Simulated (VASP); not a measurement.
# TiSi2 (Immm) in VASP: notebook

Aim: see how the results for TiSi2 move with the level of theory and the settings. Levels: LDA, PBE. Tasks: relaxation of cell and atoms.

All numbers are computed with VASP 6.6.1; they aren't measurements. Logs are shortened: lines on timing, memory, paths and dates and some standing lists are left out, and cuts for length are marked.

**1. The cell of the first run**

It takes space group Immm (No. 71, orthorhombic). Conventional cell: a = 2.946 Å, b = 3.424 Å, c = 8.424 Å, α = 90.00°, β = 90.00°, γ = 90.00°. Ti (site symmetry mmm) has 10 Si at 2.67 to 2.78 Å and 4 Ti at 2.95 to 3.42 Å within 3.5 Å. Within 3.5 Å of Si (site symmetry mm2) lie 9 Si at 2.63 to 3.42 Å and 5 Ti at 2.67 to 2.78 Å.

**2. Relaxation of cell and atoms, LDA**

INCAR reads:

```
  ALGO = Normal
  EDIFF = 1E-7
  EDIFFG = -0.01
  ENCUT = 600
  GGA = CA
  IBRION = 2
  ISIF = 3
  ISMEAR = -1
  LASPH = T
  LCHARG = F
  LREAL = F
  LWAVE = F
  NELM = 100
  NSW = 60
  PREC = Accurate
  SIGMA = 0.05
```

KPOINTS reads:

```
k-points
0
Gamma
  12 12 12
```

POSCAR reads:

```
TiSi2
1.0
   -1.4728720000      1.7121300000      4.2120830000
    1.4728720000     -1.7121300000      4.2120830000
    1.4728720000      1.7121300000     -4.2120830000
Ti Si
1 2
Direct
    0.0000000000      0.0000000000      0.0000000000
    0.6700780000      0.6700780000      0.0000000000
    0.3299220000      0.3299220000      0.0000000000
```

Potentials or basis: VASP PAW LDA potentials, release 64 (Ti_sv, Si).

Run with:

```console
> cat potpaw_LDA.64/Ti_sv/POTCAR potpaw_LDA.64/Si/POTCAR > POTCAR
> mpirun -np 1 vasp_std > vasp.out
```

OUTCAR:

```text
EDIFF = 1E-7
   EDIFFG = -0.01
   ENCUT = 600
   GGA = CA
   IBRION = 2
   ISIF = 3
   ISMEAR = -1
   LASPH = T
   LREAL = F
   NELM = 100
   NSW = 60
   PREC = Accurate

 ion  position               nearest neighbor table
   1  0.000  0.000  0.000-   2 2.67   2 2.67   2 2.67   3 2.67   2 2.67   3 2.67   3 2.67   3 2.67
                             2 2.78   3 2.78
   2  0.670  0.670  0.000-   3 2.63   3 2.63   3 2.63   3 2.63   1 2.67   1 2.67   1 2.67   1 2.67
                             1 2.78   3 2.87
   3  0.330  0.330  0.000-   2 2.63   2 2.63   2 2.63   2 2.63   1 2.67   1 2.67   1 2.67   1 2.67
                             1 2.78   2 2.87

  LATTYP: Found a body centered orthorhombic cell.
 ALAT       =     2.9457440000
 B/A-ratio  =     1.1624431723
 C/A-ratio  =     2.8597753233

  Lattice vectors:

 A1 = (  -1.4728720000,   1.7121300000,   4.2120830000)
 A2 = (   1.4728720000,  -1.7121300000,   4.2120830000)
 A3 = (   1.4728720000,   1.7121300000,  -4.2120830000)

Analysis of symmetry for initial positions (statically):
=====================================================================
 Subroutine PRICEL returns:
 Original cell was already a primitive cell.

 Routine SETGRP: Setting up the symmetry group for a
 body centered orthorhombic supercell.

 Subroutine GETGRP returns: Found  8 space group operations
 (whereof  8 operations were pure point group operations)
 out of a pool of  8 trial point group operations.

The static configuration has the point symmetry D_2h.

Analysis of symmetry for dynamics (positions and initial velocities):
=====================================================================
 Subroutine PRICEL returns:
 Original cell was already a primitive cell.

 Routine SETGRP: Setting up the symmetry group for a
 body centered orthorhombic supercell.

 Subroutine GETGRP returns: Found  8 space group operations
 (whereof  8 operations were pure point group operations)
 out of a pool of  8 trial point group operations.

The dynamic configuration has the point symmetry D_2h.

 Subroutine INISYM returns: Found  8 space group operations
 (whereof  8 operations are pure point group operations),
 and found     1 'primitive' translations

----------------------------------------------------------------------------------------

                                     Primitive cell

  volume of cell :      42.4873

  direct lattice vectors                    reciprocal lattice vectors
    -1.472872000  1.712130000  4.212083000     0.000000000  0.292033899  0.118706113
     1.472872000 -1.712130000  4.212083000     0.339472812  0.000000000  0.118706113
     1.472872000  1.712130000 -4.212083000     0.339472812  0.292033899  0.000000000

  length of vectors
     4.779370698  4.779370698  4.779370698     0.315237909  0.359628880  0.447800836

  position of ions in fractional coordinates (direct lattice)
     0.000000000  0.000000000  0.000000000
     0.670078000  0.670078000  0.000000000
     0.329922000  0.329922000  0.000000000

  ion indices of the primitive-cell ions
   primitive index   ion index
                 1           1
                 2           2
                 3           3

----------------------------------------------------------------------------------------

 KPOINTS: k-points

Automatic generation of k-mesh.
 Grid dimensions read from file:
 generate k-points for:   12   12   12

 Generating k-lattice:

  Cartesian coordinates                     Fractional coordinates (reciprocal lattice)
     0.000000000  0.024336158  0.009892176     0.083333333  0.000000000 -0.000000000
     0.028289401  0.000000000  0.009892176     0.000000000  0.083333333  0.000000000
     0.028289401  0.024336158  0.000000000    -0.000000000  0.000000000  0.083333333

  Length of vectors
     0.026269826  0.029969073  0.037316736

  Shift w.r.t. Gamma in fractional coordinates (k-lattice)
     0.000000000  0.000000000  0.000000000

 Subroutine IBZKPT returns following result:
 ===========================================

 Found    280 irreducible k-points:

 Following reciprocal coordinates:
            Coordinates               Weight
  0.000000  0.000000  0.000000      1.000000
  0.083333  0.000000 -0.000000      4.000000
  0.166667 -0.000000  0.000000      4.000000
  0.250000  0.000000 -0.000000      4.000000
  0.333333  0.000000  0.000000      4.000000
  0.416667 -0.000000  0.000000      4.000000
[... 16 lines left out ...]
  0.250000  0.166667 -0.000000      8.000000
  0.333333  0.166667  0.000000      8.000000
 [... further k-points ...]
   k-points           NKPTS =    280   k-points in BZ     NKDIM =    280   number of bands    NBANDS=     14
   number of dos      NEDOS =    301   number of ions     NIONS =      3
   total plane-waves  NPLWV =  64000
   dimension x,y,z NGX =    40 NGY =   40 NGZ =   40
   dimension x,y,z NGXF=    80 NGYF=   80 NGZF=   80
   ions per type =               1   2
   NGX,Y,Z   is equivalent  to a cutoff of  13.91, 13.91, 13.91 a.u.
   NGXF,Y,Z  is equivalent  to a cutoff of  27.83, 27.83, 27.83 a.u.
 SYSTEM =  unknown system
   PREC   = accura    normal or accurate (medium, high low for compatibility)
   ISTART =      0    job   : 0-new  1-cont  2-samecut
   ICHARG =      2    charge: 1-file 2-atom 10-const
   ISPIN  =      1    spin polarized calculation?
   LNONCOLLINEAR =      F non collinear calculations
   LSORBIT =      F    spin-orbit coupling
   LASPH  =      T    aspherical Exc in radial PAW
   ENCUT  =  600.0 eV  44.10 Ry    6.64 a.u.   9.55  9.55  9.55*2*pi/ulx,y,z
   NELM   =    100;   NELMIN=  2; NELMDL= -5     # of ELM steps
   EDIFF  = 0.1E-06   stopping-criterion for ELM
   LREAL  =      F    real-space projection
   EDIFFG = -.1E-01   stopping-criterion for IOM
   NSW    =     60    number of steps for IOM
   IBRION =      2    ionic relax: 0-MD 1-quasi-New 2-CG
   NFREE  =      1    steps in history (QN), initial steepest desc. (CG)
   ISIF   =      3    stress and relaxation
   ISYM   =      2    0-nonsym 1-usesym 2-fastsym
   POTIM  = 0.5000    time-step for ionic-motion
   TEBEG  =    0.0;   TEEND  =   0.0 temperature during run
   PSTRESS=    0.0 pullay stress
   NELECT =      20.0000    total number of electrons
   NUPDOWN=      -1.0000    fix difference up-down
   EMIN   =  10.00;   EMAX   =-10.00  energy-range for DOS
   EFERMI =   0.00;   METHOD = LEGACY
   ISMEAR =    -1;   SIGMA  =   0.05  broadening in eV -4-tet -1-fermi 0-gaus
   EFERMI_NEDOS =   21; number of points for ismear=-14 and -15
   IALGO  =     38    algorithm
   IMIX   =      4    mixing-type and parameters
     AMIX     =   0.40;   BMIX     =  1.00
     AMIX_MAG =   1.60;   BMIX_MAG =  1.00
  volume/ion in A,a.u.               =      14.16        95.57
  Fermi-wavevector in a.u.,A,eV,Ry     =   1.273499  2.406564 22.065925  1.621800
  Thomas-Fermi vector in A             =   2.406319
   LORBIT       =      0    0 simple, 1 ext, 2 COOP (PROOUT), +10 PAW based schemes
   GGA     = CA    functional components
   LHFCALC =     F    Hartree Fock is set to
   AEXX    =    0.0000 exact exchange contribution
   IVDW    =     0    specifies the selected vdW correction
   LEPSILON=     F    determine dielectric tensor
   LRPA    =     F    only Hartree local field effects (RPA)
 conjugate gradient relaxation of ions
 non-spin polarized calculation
  energy-cutoff  :      600.00
  volume of cell :       42.49
 maximum number of plane-waves:      1438
 NGX is ok and might be reduce to    40
   NGX = 19   NGY = 19   NGZ = 19

--------------------------------------- Ionic step        1  -------------------------------------------

 number of electron      20.0000000 magnetization

 Free energy of the ion-electron system (eV)
  ---------------------------------------------------
  ext. energy  EPLUGINS =         0.00000000
  ---------------------------------------------------
  free energy    TOTEN  =       -21.91578385 eV

  energy without entropy =      -21.90438785  energy(sigma->0) =      -21.91008585

 E-fermi :   9.8768     XC(G=0): -11.8470

 val. band max:        9.8728767896   @ k =  -0.4167   0.4167   0.3333
 cond. band min:       9.8821455282   @ k =   0.5000   0.5000   0.4167
 fundamental gap:      0.0092687387
 Fermi energy:         9.8767875013

 k-point     1 :       0.0000    0.0000    0.0000
  band No.  band energies     occupation
      1     -45.6858      2.00000
      2     -22.4069      2.00000
      3     -22.3807      2.00000
      4     -22.1258      2.00000
      5      -2.6031      2.00000
      6       5.1923      2.00000
      7       5.7733      2.00000
      8       7.7493      2.00000
      9       9.2599      1.99999
     10      10.6157      0.00000
     11      11.9543      0.00000
     12      12.2459      0.00000
     13      13.0475      0.00000
     14      13.6248      0.00000
[... 375 lines left out ...]
 k-point    24 :       0.3333    0.1667    0.0000
  band No.  band energies     occupation
      1     -45.6712      2.00000
      2     -22.4425      2.00000
      3     -22.3915      2.00000
      4     -22.2079      2.00000
      5      -0.4174      2.00000
      6       2.7922      2.00000
      7       5.3011      2.00000
      8       7.5544      2.00000
      9       9.1284      2.00000
     10       9.8400      1.35201
     11      10.4889      0.00001
     12      12.2234      0.00000
     13      12.8651      0.00000
     14      13.8772      0.00000

 [... further k-points ...]
[... 5 lines left out ...]
  --------------------------------------------------------------------------------------
  -------------------------------------------------------------------------------------
  Total       -1.4975406     -1.7317116     -1.8765977      0.0000000      0.0000000      0.0000000
  in kB      -56.4716575    -65.3021526    -70.7657504      0.0000000      0.0000000      0.0000000
  external PRESSURE =     -64.1798535 kB  Pullay stress =       0.0000000 kB
[... 281 lines left out ...]
  energy  without entropy=      -21.9457420371  energy(sigma->0) =      -21.95106776

--------------------------------------- Ionic step        9  -------------------------------------------

 number of electron      20.0000001 magnetization

 Free energy of the ion-electron system (eV)
  ---------------------------------------------------
  ext. energy  EPLUGINS =         0.00000000
  ---------------------------------------------------
  free energy    TOTEN  =       -21.95641128 eV

  energy without entropy =      -21.94577288  energy(sigma->0) =      -21.95109208

 E-fermi :  10.4212     XC(G=0): -12.0489

 val. band max:       10.4203788084   @ k =   0.5000   0.1667  -0.0000
 cond. band min:      10.4325680897   @ k =   0.4167   0.1667   0.0000
 fundamental gap:      0.0121892813
 Fermi energy:        10.4212337314

 k-point     1 :       0.0000    0.0000    0.0000
  band No.  band energies     occupation
      1     -44.9843      2.00000
      2     -21.7196      2.00000
      3     -21.6924      2.00000
      4     -21.4168      2.00000
      5      -2.3198      2.00000
      6       5.5424      2.00000
      7       6.4366      2.00000
      8       8.2445      2.00000
      9       9.7437      2.00000
     10      11.2080      0.00000
     11      12.6404      0.00000
     12      12.9126      0.00000
     13      13.7045      0.00000
     14      14.4531      0.00000
[... 375 lines left out ...]
 k-point    24 :       0.3333    0.1667    0.0000
  band No.  band energies     occupation
      1     -44.9666      2.00000
      2     -21.7671      2.00000
      3     -21.7018      2.00000
      4     -21.5112      2.00000
      5      -0.0530      2.00000
      6       3.2293      2.00000
      7       5.7473      2.00000
      8       8.0563      2.00000
      9       9.6594      2.00000
     10      10.3932      1.27312
     11      11.0572      0.00001
     12      12.9213      0.00000
     13      13.6615      0.00000
     14      14.6482      0.00000

 [... further k-points ...]
[... 5 lines left out ...]
  --------------------------------------------------------------------------------------
  -------------------------------------------------------------------------------------
  Total       -0.0020122     -0.0040698      0.0024118      0.0000000      0.0000000      0.0000000
  in kB       -0.0793880     -0.1605711      0.0951561      0.0000000      0.0000000      0.0000000
  external PRESSURE =      -0.0482677 kB  Pullay stress =       0.0000000 kB
[... 18 lines left out ...]
  FREE ENERGIE OF THE ION-ELECTRON SYSTEM (eV)
  ---------------------------------------------------
  free  energy   TOTEN  =       -21.9564112833 eV

  energy  without entropy=      -21.9457728820  energy(sigma->0) =      -21.95109208

 reached required accuracy - stopping structural energy minimisation
```

It took 14 min on 1 thread of Intel Xeon 6975P-C (Granite Rapids), shared host; peak memory 0.37 GiB.

Results:

- Free energy: -21.9564 eV
- Relaxed volume: 13.54 Å³/atom
- Relaxed cell: a = 4.698 Å, b = 4.698 Å, c = 4.698 Å, α = 143.96°, β = 137.87°, γ = 56.62°
- Space group after relaxing (to 0.1 Å): Immm (No. 71)
- Energy gained by relaxing: 13.5 meV/atom
- Ionic steps: 9
- Pressure after relaxing: 0.0 GPa
- Band gap on the k mesh: zero (bands 10 and 11 overlap by 2.41 eV)

Step by step:
| step | energy change (eV) | largest force (eV/Å) | pressure (GPa) | volume (Å³) |
| --- | --- | --- | --- | --- |
| 1 | 0.0000 | 0.1100 | -6.42 | 42.49 |
| 2 | -0.0113 | 0.0018 | 6.38 | 39.09 |
| 3 | -0.0403 | 0.0528 | 0.00 | 40.60 |
| 4 | -0.0403 | 0.0515 | 0.14 | 40.56 |
| 5 | -0.0405 | 0.0295 | 0.14 | 40.57 |
| 6 | -0.0406 | 0.0018 | 0.13 | 40.58 |
| 7 | -0.0406 | 0.0005 | 0.12 | 40.58 |
| 8 | -0.0406 | 0.0012 | -0.15 | 40.65 |
| 9 | -0.0406 | 0.0008 | 0.00 | 40.61 |

Final structure:
```xyz
3
Lattice="-1.4536 1.6885 4.1364 1.4536 -1.6885 4.1364 1.4536 1.6885 -4.1364" Properties=species:S:1:pos:R:3 pbc="T T T"
Ti    0.0000    0.0000    0.0000
Si    0.0000    0.0000    5.5351
Si    0.0000    0.0000    2.7377
```

Levels at points of the mesh, in eV from the Fermi level:
| k point | band 6 | band 7 | band 8 | band 9 | band 10 | band 11 | band 12 | band 13 | band 14 |
| --- | --- | --- | --- | --- | --- | --- | --- | --- | --- |
| (0.00, 0.00, 0.00) | -4.88 | -3.98 | -2.18 | -0.68 | 0.79 | 2.22 | 2.49 | 3.28 | 4.03 |
| (0.50, 0.00, 0.00) | -9.21 | -4.34 | -3.76 | -0.70 | 0.95 | 2.11 | 2.70 | 3.78 | 4.23 |
| (0.00, 0.50, 0.00) | -8.23 | -3.60 | -3.43 | -1.02 | -0.46 | 0.99 | 2.93 | 3.61 | 4.20 |
| (0.50, 0.50, 0.00) | -5.40 | -5.10 | -4.56 | -2.93 | -1.35 | -0.57 | 3.02 | 3.06 | 3.32 |
| (0.50, 0.50, 0.50) | -8.97 | -1.33 | -1.23 | -0.36 | 0.47 | 2.05 | 2.55 | 2.60 | 3.99 |

(Continued in part 2 of 2.)
